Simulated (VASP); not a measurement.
# CuMoH6 (F-43m) in VASP: single point with PBE

Aim: the single point of CuMoH6 with PBE.

All numbers are computed with VASP 6.6.1; they aren't measurements. Logs are shortened: lines on timing, memory, paths and dates and some standing lists are left out, and cuts for length are marked.

**1. The cell of the first run**

The structure is cubic, space group F-43m (No. 216). Conventional cell: a = 6.195 Å, b = 6.195 Å, c = 6.195 Å, α = 90.00°, β = 90.00°, γ = 90.00°. Cu (site symmetry -43m) has 12 H at 2.20 Å and 4 Mo at 2.68 Å within 2.9 Å. H (site symmetry 2mm) has 1 Mo at 1.79 Å and 4 H at 1.85 Å and 2 Cu at 2.20 Å within 2.4 Å. Within 2.4 Å of Mo (site symmetry -43m) lie 6 H at 1.79 Å.

The cell was generated, and may not be a known phase.

**2. Single point, PBE, collinear spin**

The input, INCAR:

```
ALGO = Normal
EDIFF = 1E-6
ENCUT = 820
GGA = PE
GGA_COMPAT = F
ISIF = 2
ISMEAR = 0
ISPIN = 2
LASPH = T
LCHARG = F
LMAXMIX = 4
LORBIT = 11
LREAL = F
LWAVE = F
MAGMOM = 0 0 0 0 0 0 0 1
NBANDS = 34
NELM = 200
PREC = Accurate
SIGMA = 0.1
```

The input, KPOINTS:

```
k-points
0
Gamma
  6 6 6
```

The input, POSCAR:

```
CuMoH6
1.0
    0.0000000000      3.0975530676      3.0975530676
    3.0975530676      0.0000000000      3.0975530676
    3.0975530676      3.0975530676      0.0000000000
Cu H Mo
1 6 1
Direct
    0.2500000000      0.2500000000      0.2500000000
    0.7889729691      0.2110270309      0.2110270309
    0.2110270309      0.7889729691      0.7889729691
    0.7889729691      0.2110270309      0.7889729691
    0.2110270309      0.7889729691      0.2110270309
    0.7889729691      0.7889729691      0.2110270309
    0.2110270309      0.2110270309      0.7889729691
    0.5000000000      0.5000000000      0.5000000000
```

Potentials or basis: VASP PAW PBE potentials, release 64 (Cu_sv_GW, H, Mo_sv).

Command:

```bash
cat potpaw_PBE.64/Cu_sv_GW/POTCAR potpaw_PBE.64/H/POTCAR potpaw_PBE.64/Mo_sv/POTCAR > POTCAR
mpirun -np 1 vasp_std > vasp.out
```

OUTCAR:

```text
EDIFF = 1E-6
   ENCUT = 820
   GGA = PE
   ISIF = 2
   ISMEAR = 0
   ISPIN = 2
   LASPH = T
   LORBIT = 11
   LREAL = F
   NELM = 200
   PREC = Accurate

 ion  position               nearest neighbor table
   1  0.250  0.250  0.250-   8 2.68   8 2.68   8 2.68   8 2.68
   2  0.789  0.211  0.211-   8 1.79
   3  0.211  0.789  0.789-   8 1.79
   4  0.789  0.211  0.789-   8 1.79
   5  0.211  0.789  0.211-   8 1.79
   6  0.789  0.789  0.211-   8 1.79
   7  0.211  0.211  0.789-   8 1.79
   8  0.500  0.500  0.500-   2 1.79   3 1.79   4 1.79   5 1.79   6 1.79   7 1.79   1 2.68   1 2.68
                             1 2.68   1 2.68

  LATTYP: Found a face centered cubic cell.
 ALAT       =     6.1951061352

  Lattice vectors:

 A1 = (   0.0000000000,   3.0975530676,   3.0975530676)
 A2 = (   3.0975530676,   0.0000000000,   3.0975530676)
 A3 = (   3.0975530676,   3.0975530676,   0.0000000000)

Analysis of symmetry for initial positions (statically):
=====================================================================
 Subroutine PRICEL returns:
 Original cell was already a primitive cell.

 Routine SETGRP: Setting up the symmetry group for a
 face centered cubic supercell.

 Subroutine GETGRP returns: Found 24 space group operations
 (whereof 24 operations were pure point group operations)
 out of a pool of 48 trial point group operations.

The static configuration has the point symmetry T_d .

Analysis of symmetry for dynamics (positions and initial velocities):
=====================================================================
 Subroutine PRICEL returns:
 Original cell was already a primitive cell.

 Routine SETGRP: Setting up the symmetry group for a
 face centered cubic supercell.

 Subroutine GETGRP returns: Found 24 space group operations
 (whereof 24 operations were pure point group operations)
 out of a pool of 48 trial point group operations.

The dynamic configuration has the point symmetry T_d .

Analysis of structural, dynamic, and magnetic symmetry:
=====================================================================
 Subroutine PRICEL returns:
 Original cell was already a primitive cell.

 Routine SETGRP: Setting up the symmetry group for a
 face centered cubic supercell.

 Subroutine GETGRP returns: Found 24 space group operations
 (whereof 24 operations were pure point group operations)
 out of a pool of 48 trial point group operations.

The overall configuration has the point symmetry T_d .

 Subroutine INISYM returns: Found 24 space group operations
 (whereof 24 operations are pure point group operations),
 and found     1 'primitive' translations

----------------------------------------------------------------------------------------

                                     Primitive cell

  volume of cell :      59.4410

  direct lattice vectors                    reciprocal lattice vectors
     0.000000000  3.097553068  3.097553068    -0.161417735  0.161417735  0.161417735
     3.097553068  0.000000000  3.097553068     0.161417735 -0.161417735  0.161417735
     3.097553068  3.097553068  0.000000000     0.161417735  0.161417735 -0.161417735

  length of vectors
     4.380601558  4.380601558  4.380601558     0.279583718  0.279583718  0.279583718

  position of ions in fractional coordinates (direct lattice)
     0.250000000  0.250000000  0.250000000
     0.788972969  0.211027031  0.211027031
     0.211027031  0.788972969  0.788972969
     0.788972969  0.211027031  0.788972969
     0.211027031  0.788972969  0.211027031
     0.788972969  0.788972969  0.211027031
     0.211027031  0.211027031  0.788972969
     0.500000000  0.500000000  0.500000000

  ion indices of the primitive-cell ions
   primitive index   ion index
                 1           1
                 2           2
                 3           3
                 4           4
[... 50 lines left out ...]
   number of dos      NEDOS =    301   number of ions     NIONS =      8
   total plane-waves  NPLWV =  74088
   dimension x,y,z NGX =    42 NGY =   42 NGZ =   42
   dimension x,y,z NGXF=    84 NGYF=   84 NGZF=   84
   ions per type =               1   6   1
   NGX,Y,Z   is equivalent  to a cutoff of  15.94, 15.94, 15.94 a.u.
   NGXF,Y,Z  is equivalent  to a cutoff of  31.88, 31.88, 31.88 a.u.
 SYSTEM =  unknown system
   PREC   = accura    normal or accurate (medium, high low for compatibility)
   ISTART =      0    job   : 0-new  1-cont  2-samecut
   ICHARG =      2    charge: 1-file 2-atom 10-const
   ISPIN  =      2    spin polarized calculation?
   LNONCOLLINEAR =      F non collinear calculations
   LSORBIT =      F    spin-orbit coupling
   LASPH  =      T    aspherical Exc in radial PAW
   ENCUT  =  820.0 eV  60.27 Ry    7.76 a.u.  10.23 10.23 10.23*2*pi/ulx,y,z
   NELM   =    200;   NELMIN=  2; NELMDL= -5     # of ELM steps
   EDIFF  = 0.1E-05   stopping-criterion for ELM
   LREAL  =      F    real-space projection
   EDIFFG = 0.1E-04   stopping-criterion for IOM
   NSW    =      0    number of steps for IOM
   IBRION =     -1    ionic relax: 0-MD 1-quasi-New 2-CG
   NFREE  =      0    steps in history (QN), initial steepest desc. (CG)
   ISIF   =      2    stress and relaxation
   ISYM   =      2    0-nonsym 1-usesym 2-fastsym
   POTIM  = 0.5000    time-step for ionic-motion
   TEBEG  =    0.0;   TEEND  =   0.0 temperature during run
   PSTRESS=    0.0 pullay stress
   NELECT =      39.0000    total number of electrons
   NUPDOWN=      -1.0000    fix difference up-down
   EMIN   =  10.00;   EMAX   =-10.00  energy-range for DOS
   EFERMI =   0.00;   METHOD = LEGACY
   ISMEAR =     0;   SIGMA  =   0.10  broadening in eV -4-tet -1-fermi 0-gaus
   EFERMI_NEDOS =   21; number of points for ismear=-14 and -15
   IALGO  =     38    algorithm
   IMIX   =      4    mixing-type and parameters
     AMIX     =   0.40;   BMIX     =  1.00
     AMIX_MAG =   1.60;   BMIX_MAG =  1.00
  volume/ion in A,a.u.               =       7.43        50.14
  Fermi-wavevector in a.u.,A,eV,Ry     =   1.422550  2.688230 27.533419  2.023649
  Thomas-Fermi vector in A             =   2.543242
   LORBIT       =     11    0 simple, 1 ext, 2 COOP (PROOUT), +10 PAW based schemes
   GGA     = PE    functional components
   LHFCALC =     F    Hartree Fock is set to
   AEXX    =    0.0000 exact exchange contribution
   IVDW    =     0    specifies the selected vdW correction
   LEPSILON=     F    determine dielectric tensor
   LRPA    =     F    only Hartree local field effects (RPA)
 spin polarized calculation
 Gauss-broadening in eV      SIGMA  =   0.10
  energy-cutoff  :      820.00
  volume of cell :       59.44
 maximum number of plane-waves:      3218
 NGX is ok and might be reduce to    42
   NGX = 21   NGY = 21   NGZ = 21

 number of electron      38.9999992 magnetization       0.7596645

 Free energy of the ion-electron system (eV)
  ---------------------------------------------------
  ext. energy  EPLUGINS =         0.00000000
  ---------------------------------------------------
  free energy    TOTEN  =       -28.76773240 eV

  energy without entropy =      -28.75575904  energy(sigma->0) =      -28.76174572

 E-fermi :   4.0267     XC(G=0): -10.7444

 val. band max:        4.0195897567   @ k =  -0.3333   0.3333   0.1667
 cond. band min:       4.0284832855   @ k =   0.0000   0.0000   0.0000
 fundamental gap:      0.0088935288
 Fermi energy:         4.0266886007

 spin component 1

 k-point     1 :       0.0000    0.0000    0.0000
  band No.  band energies     occupation
      1    -109.1220      1.00000
      2     -66.4783      1.00000
      3     -66.4783      1.00000
      4     -66.4783      1.00000
      5     -56.8302      1.00000
      6     -30.9994      1.00000
[... 533 lines left out ...]
     30      15.9982      0.00000
     31      18.3924      0.00000
 Fermi energy:         4.0266886007

 spin component 2

 k-point     1 :       0.0000    0.0000    0.0000
  band No.  band energies     occupation
      1    -109.0447      1.00000
      2     -66.4037      1.00000
      3     -66.4037      1.00000
      4     -66.4037      1.00000
      5     -56.4253      1.00000
      6     -30.5493      1.00000
[... 533 lines left out ...]
     30      16.1291      0.00000
     31      18.5154      0.00000
 [bands above 31 left out]

------------------------ aborting loop because EDIFF is reached ----------------------------------------

  FORCE on cell =-STRESS in cart. coord.  units (eV):
  Direction    XX          YY          ZZ          XY          YZ          ZX
  --------------------------------------------------------------------------------------
  -------------------------------------------------------------------------------------
  Total        0.0340389      0.0340389      0.0340389      0.0000000     -0.0000000     -0.0000000
  in kB        0.9174863      0.9174863      0.9174863      0.0000000     -0.0000000     -0.0000000
  external PRESSURE =       0.9174863 kB  Pullay stress =       0.0000000 kB

 VOLUME and BASIS-vectors are now :
 -----------------------------------------------------------------------------
  energy-cutoff  :      820.00
  volume of cell :       59.44
      direct lattice vectors                 reciprocal lattice vectors
     0.000000000  3.097553068  3.097553068    -0.161417735  0.161417735  0.161417735
     3.097553068  0.000000000  3.097553068     0.161417735 -0.161417735  0.161417735
     3.097553068  3.097553068  0.000000000     0.161417735  0.161417735 -0.161417735

 POSITION                                       TOTAL-FORCE (eV/Angst)
 -----------------------------------------------------------------------------------
      1.54878      1.54878      1.54878         0.000000     -0.000000      0.000000
      1.30733      3.09755      3.09755         0.000712     -0.000000      0.000000
      4.88777      3.09755      3.09755        -0.000712     -0.000000      0.000000
      3.09755      4.88777      3.09755         0.000000     -0.000712      0.000000
      3.09755      1.30733      3.09755         0.000000      0.000712      0.000000
      3.09755      3.09755      4.88777         0.000000     -0.000000     -0.000712
      3.09755      3.09755      1.30733         0.000000     -0.000000      0.000712
      3.09755      3.09755      3.09755         0.000000     -0.000000      0.000000
 -----------------------------------------------------------------------------------
    total drift:                               -0.000000     -0.000000     -0.000000

  FREE ENERGIE OF THE ION-ELECTRON SYSTEM (eV)
  ---------------------------------------------------
  free  energy   TOTEN  =       -28.7677323969 eV

  energy  without entropy=      -28.7557590445  energy(sigma->0) =      -28.76174572

 total charge

# of ion       s       p       d       f       tot
--------------------------------------------------
    1        2.258   6.363   8.810   0.004  17.434
    2        0.482   0.018   0.000   0.000   0.500
    3        0.482   0.018   0.000   0.000   0.500
    4        0.482   0.018   0.000   0.000   0.500
    5        0.482   0.018   0.000   0.000   0.500
    6        0.482   0.018   0.000   0.000   0.500
    7        0.482   0.018   0.000   0.000   0.500
    8        2.375   6.204   3.960   0.000  12.539
--------------------------------------------------
tot          7.526  12.676  12.770   0.004  32.976

 magnetization (x)

# of ion       s       p       d       f       tot
--------------------------------------------------
    1       -0.002   0.008   0.056   0.000   0.063
    2       -0.004   0.001   0.000   0.000  -0.003
    3       -0.004   0.001   0.000   0.000  -0.003
    4       -0.004   0.001   0.000   0.000  -0.003
    5       -0.004   0.001   0.000   0.000  -0.003
    6       -0.004   0.001   0.000   0.000  -0.003
    7       -0.004   0.001   0.000   0.000  -0.003
    8        0.016   0.004   0.613   0.000   0.633
--------------------------------------------------
tot         -0.012   0.016   0.670   0.000   0.675
```

Run time: 3.4 min. Hardware: 1 thread of Intel Xeon Platinum 8488C (Sapphire Rapids), shared host; peak memory 0.39 GiB.

What came out:

```
Free energy                                           : -28.7677 eV
Pressure                                              : 0.1 GPa
Net moment                                            : 0.76 μB per cell
Site moments                                          : Cu +0.06; H -0.00; Mo +0.63 μB
Valence electrons inside the program's atomic spheres : Cu 17.43; H 0.50; Mo 12.54
```

Levels at points of the mesh, in eV from the Fermi level:
Spin up:
| k point | band 17 | band 18 | band 19 | band 20 | band 21 | band 22 | band 23 | band 24 |
| --- | --- | --- | --- | --- | --- | --- | --- | --- |
| (0.00, 0.00, 0.00) | -1.43 | -1.43 | -1.43 | -0.05 | -0.05 | -0.05 | 4.47 | 7.47 |
| (0.50, 0.00, 0.00) | -2.86 | -0.25 | -0.25 | -0.19 | 0.89 | 0.89 | 3.29 | 5.51 |
| (0.50, 0.50, 0.00) | -2.81 | -2.81 | -1.46 | -1.08 | 0.27 | 0.27 | 2.90 | 6.20 |
Spin down:
```
           k point  band 17  band 18  band 19  band 20  band 21  band 22
(0.00, 0.00, 0.00)    -1.01    -1.01    -1.01     0.00     0.00     0.00
(0.50, 0.00, 0.00)    -2.78     0.23     0.23     0.26     0.98     0.98
(0.50, 0.50, 0.00)    -2.77    -2.77    -1.35    -0.75     0.85     0.85
```
